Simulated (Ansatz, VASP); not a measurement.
# One calculation of AlRu, two programs

```
Ru Al
1.0
     0.00000    2.43326    2.43326
     2.43326    0.00000    2.43326
     2.43326    2.43326    0.00000
Ru Al
1 1
Direct
  0.00000 0.00000 0.00000
  0.50000 0.50000 0.50000
```

Change from the starting cell: volume scaled by 0.93, to set the pressure.

Alike in both runs: task single point; functional PBE; k mesh 13 × 13 × 13; occupations fermi-dirac, width 0.1 eV; no spin polarisation.

```csv
,VASP,Ansatz
version,VASP 6.6.1,Ansatz 0.2.0
potentials or method,"VASP PAW PBE potentials, release 64 (Ru_pv, Al)","PAW with Ansatz's default frozen-core files, scalar-relativistic"
plane-wave cutoff (eV),520,420
valence electrons in the cell,17,19
```

```tsv
	VASP	Ansatz	Ansatz less VASP
pressure (GPa)	12.1	12.0	-0.09
```

VASP's potentials hold 17 valence electrons a cell and Ansatz's 19, so a difference there can come from the potentials and not from the codes.
